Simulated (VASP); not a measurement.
# BAs (F-43m) in VASP: settings compared

The runs below take BAs through single point, with PBE, LDA.

Everything below comes from runs of VASP 6.6.1. Logs are shortened: lines on timing, memory, paths and dates and some standing lists are left out, and cuts for length are marked.

## (1) The cell of the first run

It takes space group F-43m (No. 216, cubic). The conventional cell has a = 4.784 Å, b = 4.784 Å, c = 4.784 Å, α = 90.00°, β = 90.00°, γ = 90.00°. Within 2.7 Å of B (site symmetry -43m) lie 4 As at 2.07 Å. Within 2.7 Å of As (site symmetry -43m) lie 4 B at 2.07 Å.

## (2) Single point, PBE

INCAR reads:

```
ALGO = Normal
EDIFF = 1E-6
ENCUT = 520
GGA = PE
ISIF = 2
ISMEAR = 0
LASPH = True
LCHARG = True
LELF = True
LREAL = False
LVHAR = True
LWAVE = False
NBANDS = 11
NELM = 100
PREC = Accurate
SIGMA = 0.01
```

KPOINTS reads:

```
k-points
0
Gamma
  4 4 4
```

POSCAR reads:

```
BAs
1.0
    0.0000000000      2.3918676044      2.3918676044
    2.3918676044      0.0000000000      2.3918676044
    2.3918676044      2.3918676044      0.0000000000
B As
1 1
Direct
    0.0000000000      0.0000000000      0.0000000000
    0.2500000000      0.2500000000      0.2500000000
```

Potentials or basis: VASP PAW PBE potentials, release 64 (B, As).

Run with:

```sh
$ cat potpaw_PBE.64/B/POTCAR potpaw_PBE.64/As/POTCAR > POTCAR
$ mpirun -np 1 vasp_std > vasp.out
```

OUTCAR:

```text
EDIFF = 1E-6
   ENCUT = 520
   GGA = PE
   ISIF = 2
   ISMEAR = 0
   LASPH = True
   LREAL = False
   NELM = 100
   PREC = Accurate

 ion  position               nearest neighbor table
   1  0.000  0.000  0.000-   2 2.07   2 2.07   2 2.07   2 2.07
   2  0.250  0.250  0.250-   1 2.07   1 2.07   1 2.07   1 2.07

  LATTYP: Found a face centered cubic cell.
 ALAT       =     4.7837352088

  Lattice vectors:

 A1 = (   0.0000000000,   2.3918676044,   2.3918676044)
 A2 = (   2.3918676044,   0.0000000000,   2.3918676044)
 A3 = (   2.3918676044,   2.3918676044,   0.0000000000)

Analysis of symmetry for initial positions (statically):
=====================================================================
 Subroutine PRICEL returns:
 Original cell was already a primitive cell.

 Routine SETGRP: Setting up the symmetry group for a
 face centered cubic supercell.

 Subroutine GETGRP returns: Found 24 space group operations
 (whereof 24 operations were pure point group operations)
 out of a pool of 48 trial point group operations.

The static configuration has the point symmetry T_d .

Analysis of symmetry for dynamics (positions and initial velocities):
=====================================================================
 Subroutine PRICEL returns:
 Original cell was already a primitive cell.

 Routine SETGRP: Setting up the symmetry group for a
 face centered cubic supercell.

 Subroutine GETGRP returns: Found 24 space group operations
 (whereof 24 operations were pure point group operations)
 out of a pool of 48 trial point group operations.

The dynamic configuration has the point symmetry T_d .

 Subroutine INISYM returns: Found 24 space group operations
 (whereof 24 operations are pure point group operations),
 and found     1 'primitive' translations

----------------------------------------------------------------------------------------

                                     Primitive cell

  volume of cell :      27.3679

  direct lattice vectors                    reciprocal lattice vectors
     0.000000000  2.391867604  2.391867604    -0.209041671  0.209041671  0.209041671
     2.391867604  0.000000000  2.391867604     0.209041671 -0.209041671  0.209041671
     2.391867604  2.391867604  0.000000000     0.209041671  0.209041671 -0.209041671

  length of vectors
     3.382611606  3.382611606  3.382611606     0.362070794  0.362070794  0.362070794

  position of ions in fractional coordinates (direct lattice)
     0.000000000  0.000000000  0.000000000
     0.250000000  0.250000000  0.250000000

  ion indices of the primitive-cell ions
   primitive index   ion index
                 1           1
                 2           2

----------------------------------------------------------------------------------------

 KPOINTS: k-points

Automatic generation of k-mesh.
 Grid dimensions read from file:
 generate k-points for:    4    4    4

 Generating k-lattice:

  Cartesian coordinates                     Fractional coordinates (reciprocal lattice)
    -0.052260418  0.052260418  0.052260418     0.250000000  0.000000000  0.000000000
     0.052260418 -0.052260418  0.052260418     0.000000000  0.250000000  0.000000000
     0.052260418  0.052260418 -0.052260418     0.000000000  0.000000000  0.250000000

  Length of vectors
     0.090517699  0.090517699  0.090517699

  Shift w.r.t. Gamma in fractional coordinates (k-lattice)
     0.000000000  0.000000000  0.000000000

 Subroutine IBZKPT returns following result:
 ===========================================

 Found      8 irreducible k-points:

 Following reciprocal coordinates:
            Coordinates               Weight
  0.000000  0.000000  0.000000      1.000000
  0.250000  0.000000  0.000000      8.000000
  0.500000  0.000000  0.000000      4.000000
  0.250000  0.250000  0.000000      6.000000
  0.500000  0.250000  0.000000     24.000000
 -0.250000  0.250000  0.000000     12.000000
  0.500000  0.500000  0.000000      3.000000
 -0.250000  0.500000  0.250000      6.000000
   k-points           NKPTS =      8   k-points in BZ     NKDIM =      8   number of bands    NBANDS=     11
   number of dos      NEDOS =    301   number of ions     NIONS =      2
   total plane-waves  NPLWV =  21952
   dimension x,y,z NGX =    28 NGY =   28 NGZ =   28
   dimension x,y,z NGXF=    56 NGYF=   56 NGZF=   56
   ions per type =               1   1
   NGX,Y,Z   is equivalent  to a cutoff of  13.76, 13.76, 13.76 a.u.
   NGXF,Y,Z  is equivalent  to a cutoff of  27.52, 27.52, 27.52 a.u.
 SYSTEM =  unknown system
   PREC   = accura    normal or accurate (medium, high low for compatibility)
   ISTART =      0    job   : 0-new  1-cont  2-samecut
   ICHARG =      2    charge: 1-file 2-atom 10-const
   ISPIN  =      1    spin polarized calculation?
   LNONCOLLINEAR =      F non collinear calculations
   LSORBIT =      F    spin-orbit coupling
   LASPH  =      T    aspherical Exc in radial PAW
   ENCUT  =  520.0 eV  38.22 Ry    6.18 a.u.   6.29  6.29  6.29*2*pi/ulx,y,z
   NELM   =    100;   NELMIN=  2; NELMDL= -5     # of ELM steps
   EDIFF  = 0.1E-05   stopping-criterion for ELM
   LREAL  =      F    real-space projection
   EDIFFG = 0.1E-04   stopping-criterion for IOM
   NSW    =      0    number of steps for IOM
   IBRION =     -1    ionic relax: 0-MD 1-quasi-New 2-CG
   NFREE  =      0    steps in history (QN), initial steepest desc. (CG)
   ISIF   =      2    stress and relaxation
   ISYM   =      2    0-nonsym 1-usesym 2-fastsym
   POTIM  = 0.5000    time-step for ionic-motion
   TEBEG  =    0.0;   TEEND  =   0.0 temperature during run
   PSTRESS=    0.0 pullay stress
   NELECT =       8.0000    total number of electrons
   NUPDOWN=      -1.0000    fix difference up-down
   EMIN   =  10.00;   EMAX   =-10.00  energy-range for DOS
   EFERMI =   0.00;   METHOD = LEGACY
   ISMEAR =     0;   SIGMA  =   0.01  broadening in eV -4-tet -1-fermi 0-gaus
   EFERMI_NEDOS =   21; number of points for ismear=-14 and -15
   IALGO  =     38    algorithm
   IMIX   =      4    mixing-type and parameters
     AMIX     =   0.40;   BMIX     =  1.00
     AMIX_MAG =   1.60;   BMIX_MAG =  1.00
  volume/ion in A,a.u.               =      13.68        92.34
  Fermi-wavevector in a.u.,A,eV,Ry     =   1.086487  2.053162 16.061039  1.180453
  Thomas-Fermi vector in A             =   2.222624
   LORBIT       =      0    0 simple, 1 ext, 2 COOP (PROOUT), +10 PAW based schemes
   GGA     = PE    functional components
   LHFCALC =     F    Hartree Fock is set to
   AEXX    =    0.0000 exact exchange contribution
   IVDW    =     0    specifies the selected vdW correction
   LEPSILON=     F    determine dielectric tensor
   LRPA    =     F    only Hartree local field effects (RPA)
 non-spin polarized calculation
 Gauss-broadening in eV      SIGMA  =   0.01
  energy-cutoff  :      520.00
  volume of cell :       27.37
 maximum number of plane-waves:       754
 NGX is ok and might be reduce to    28
   NGX = 13   NGY = 13   NGZ = 13

 number of electron       8.0000000 magnetization

 Free energy of the ion-electron system (eV)
  ---------------------------------------------------
  ext. energy  EPLUGINS =         0.00000000
  ---------------------------------------------------
  free energy    TOTEN  =       -11.23048297 eV

  energy without entropy =      -11.23048297  energy(sigma->0) =      -11.23048297

 E-fermi :   6.2500     XC(G=0): -10.5444

 val. band max:        6.1196719570   @ k =   0.0000   0.0000   0.0000
 cond. band min:       7.5351431850   @ k =   0.5000   0.5000   0.0000
 fundamental gap:      1.4154712280
 Fermi energy:         6.2500248804

 k-point     1 :       0.0000    0.0000    0.0000
  band No.  band energies     occupation
      1      -9.2549      2.00000
      2       6.1197      2.00000
      3       6.1197      2.00000
      4       6.1197      2.00000
      5       9.3742      0.00000
      6       9.3742      0.00000
      7       9.3742      0.00000
      8      10.7560      0.00000
      9      15.6769      0.00000
     10      19.0272      0.00000
     11      19.0272      0.00000

 k-point     2 :       0.2500    0.0000    0.0000
  band No.  band energies     occupation
      1      -8.2571      2.00000
      2       1.1854      2.00000
      3       4.9715      2.00000
      4       4.9715      2.00000
      5       9.1577      0.00000
      6      10.7477      0.00000
      7      10.7477      0.00000
      8      13.9894      0.00000
      9      17.3123      0.00000
     10      17.3123      0.00000
     11      17.3819      0.00000

 k-point     3 :       0.5000    0.0000    0.0000
  band No.  band energies     occupation
      1      -6.3965      2.00000
      2      -2.6503      2.00000
      3       4.3004      2.00000
      4       4.3004      2.00000
      5       8.7821      0.00000
      6      10.8769      0.00000
      7      10.8769      0.00000
      8      14.9669      0.00000
      9      18.8077      0.00000
     10      20.6427      0.00000
     11      20.6427      0.00000

 k-point     4 :       0.2500    0.2500    0.0000
  band No.  band energies     occupation
      1      -7.9136      2.00000
      2       2.0195      2.00000
      3       3.4191      2.00000
      4       3.4191      2.00000
      5       7.7629      0.00000
      6      10.6170      0.00000
      7      13.4836      0.00000
      8      13.4836      0.00000
      9      16.3602      0.00000
     10      19.9061      0.00000
     11      20.5154      0.00000

 k-point     5 :       0.5000    0.2500    0.0000
  band No.  band energies     occupation
      1      -5.9914      2.00000
      2      -1.5874      2.00000
      3       1.3921      2.00000
      4       2.9476      2.00000
      5       8.4946      0.00000
      6      11.9424      0.00000
      7      13.7601      0.00000
      8      13.9964      0.00000
      9      18.0808      0.00000
     10      21.0768      0.00000
     11      21.8064      0.00000

 k-point     6 :      -0.2500    0.2500    0.0000
  band No.  band energies     occupation
      1      -6.7451      2.00000
      2      -0.5165      2.00000
      3       1.0375      2.00000
      4       4.1542      2.00000
      5       9.6125      0.00000
      6      12.2033      0.00000
      7      13.0594      0.00000
      8      13.4785      0.00000
      9      16.4518      0.00000
     10      18.2256      0.00000
     11      21.7028      0.00000

 k-point     7 :       0.5000    0.5000    0.0000
  band No.  band energies     occupation
      1      -5.0854      2.00000
      2      -2.3948      2.00000
      3       2.0469      2.00000
      4       2.0469      2.00000
      5       7.5351      0.00000
      6       7.5509      0.00000
      7      17.4440      0.00000
      8      17.4440      0.00000
      9      18.9549      0.00000
     10      23.3211      0.00000
     11      23.8812      0.00000

 k-point     8 :      -0.2500    0.5000    0.2500
  band No.  band energies     occupation
      1      -4.9258      2.00000
      2      -1.9311      2.00000
      3       0.6411      2.00000
      4       0.9354      2.00000
      5      11.3537      0.00000
      6      12.0297      0.00000
      7      12.8956      0.00000
      8      13.1130      0.00000
      9      18.3673      0.00000
     10      21.5965      0.00000
     11      21.7644      0.00000

------------------------ aborting loop because EDIFF is reached ----------------------------------------

  FORCE on cell =-STRESS in cart. coord.  units (eV):
  Direction    XX          YY          ZZ          XY          YZ          ZX
  --------------------------------------------------------------------------------------
  -------------------------------------------------------------------------------------
  Total        0.5825202      0.5825202      0.5825202      0.0000000     -0.0000000      0.0000000
  in kB       34.1020243     34.1020243     34.1020243      0.0000000     -0.0000000      0.0000000
  external PRESSURE =      34.1020243 kB  Pullay stress =       0.0000000 kB

 VOLUME and BASIS-vectors are now :
 -----------------------------------------------------------------------------
  energy-cutoff  :      520.00
  volume of cell :       27.37
      direct lattice vectors                 reciprocal lattice vectors
     0.000000000  2.391867604  2.391867604    -0.209041671  0.209041671  0.209041671
     2.391867604  0.000000000  2.391867604     0.209041671 -0.209041671  0.209041671
     2.391867604  2.391867604  0.000000000     0.209041671  0.209041671 -0.209041671

 POSITION                                       TOTAL-FORCE (eV/Angst)
 -----------------------------------------------------------------------------------
      0.00000      0.00000      0.00000        -0.000000     -0.000000     -0.000000
      1.19593      1.19593      1.19593         0.000000      0.000000      0.000000
 -----------------------------------------------------------------------------------
    total drift:                               -0.000000     -0.000000     -0.000000

  FREE ENERGIE OF THE ION-ELECTRON SYSTEM (eV)
  ---------------------------------------------------
  free  energy   TOTEN  =       -11.2304829698 eV

  energy  without entropy=      -11.2304829698  energy(sigma->0) =      -11.23048297
```

Wall time 5.4 s (1 thread of Intel Xeon 6975P-C (Granite Rapids), shared host); peak memory 0.15 GiB.

Results:

```yaml
Free_energy: -11.2305 eV
Pressure: 3.4 GPa
Band_gap_on_the_k_mesh: 1.42 eV, indirect (least direct gap 3.25 eV)
```

Levels at points of the mesh, in eV from the valence-band top:
| k point | band 2 | band 3 | band 4 | band 5 | band 6 | band 7 |
| --- | --- | --- | --- | --- | --- | --- |
| (0.00, 0.00, 0.00) | 0.00 | 0.00 | 0.00 | 3.25 | 3.25 | 3.25 |
| (0.50, 0.00, 0.00) | -8.77 | -1.82 | -1.82 | 2.66 | 4.76 | 4.76 |
| (0.50, 0.50, 0.00) | -8.51 | -4.07 | -4.07 | 1.42 | 1.43 | 11.32 |

Caveat: the k points lie up to 0.57 Å⁻¹ apart. A k mesh can miss the band edges.

## (3) Single point, LDA

INCAR reads:

```
PREC     = Accurate       # precision mode
ENCUT    = 520            # plane-wave cutoff, eV
EDIFF    = 1E-6           # SCF threshold, eV
ISMEAR   = 0              # smearing method
SIGMA    = 0.01           # smearing width, eV
LREAL    = False          # projectors in reciprocal space
LASPH    = True           # aspherical terms in the spheres
NELM     = 100            # most SCF steps
ALGO     = Normal         # electronic algorithm
ISIF     = 2              # what is computed and relaxed
LWAVE    = False          # write WAVECAR
LCHARG   = False          # write CHGCAR
GGA      = CA             # functional
NBANDS   = 11             # bands
```

KPOINTS reads:

```
regular mesh
0
Gamma
  4 4 4
```

POSCAR is that of step 2.

Potentials or basis: VASP PAW LDA potentials, release 64 (B, As).

Run with:

```sh
$ cat potpaw_LDA.64/B/POTCAR potpaw_LDA.64/As/POTCAR > POTCAR
$ mpirun -np 1 vasp_std > vasp.out
```

Run time: 4.1 s. Hardware: 1 thread of Intel Xeon 6975P-C (Granite Rapids), shared host; peak memory 0.13 GiB.

Results (log left out):

```yaml
Free_energy: -12.7394 eV
Pressure: -3.1 GPa
Band_gap_on_the_k_mesh: 1.32 eV, indirect (least direct gap 3.23 eV)
```

Levels at points of the mesh, in eV from the valence-band top:
```
           k point  band 2  band 3  band 4  band 5  band 6  band 7
(0.00, 0.00, 0.00)    0.00    0.00    0.00    3.23    3.23    3.23
(0.50, 0.00, 0.00)   -8.74   -1.81   -1.81    2.66    4.72    4.72
(0.50, 0.50, 0.00)   -8.41   -4.07   -4.07    1.32    1.39   11.19
```

Caveat: the k points lie up to 0.57 Å⁻¹ apart. As with any semilocal functional, this LDA gap is likely too small.

## (4) Single point, PBE

INCAR reads:

```
SYSTEM = BAs
PREC = Accurate
ENCUT = 520
EDIFF = 1E-6
ISMEAR = 0
SIGMA = 0.01
LREAL = .FALSE.
LASPH = .TRUE.
NELM = 60
ALGO = Normal
ISIF = 2
LWAVE = .FALSE.
LCHARG = .FALSE.
GGA = PE
NBANDS = 11
```

KPOINTS reads:

```
regular mesh
0
G
  4 4 4
  0 0 0
```

POSCAR is that of step 3.

Potentials or basis: VASP PAW PBE potentials, release 64 (B, As).

Run with:

```sh
$ cat potpaw_PBE.64/B/POTCAR potpaw_PBE.64/As/POTCAR > POTCAR
$ mpirun -np 1 vasp_std > vasp.out
```

Run time: 5 s. Hardware: 1 thread of Intel Xeon 6975P-C (Granite Rapids), shared host; peak memory 0.15 GiB.

The run converged. Its results:

```yaml
Free_energy: -11.2305 eV
Pressure: 3.4 GPa
Band_gap_on_the_k_mesh: 1.42 eV, indirect (least direct gap 3.25 eV)
```

Levels at points of the mesh, in eV from the valence-band top:
| k point | band 2 | band 3 | band 4 | band 5 | band 6 | band 7 |
| --- | --- | --- | --- | --- | --- | --- |
| (0.00, 0.00, 0.00) | 0.00 | 0.00 | 0.00 | 3.25 | 3.25 | 3.25 |
| (0.50, 0.00, 0.00) | -8.77 | -1.82 | -1.82 | 2.66 | 4.76 | 4.76 |
| (0.50, 0.50, 0.00) | -8.51 | -4.07 | -4.07 | 1.42 | 1.43 | 11.32 |

Caveat: the k points lie up to 0.57 Å⁻¹ apart. A k mesh can miss the band edges.
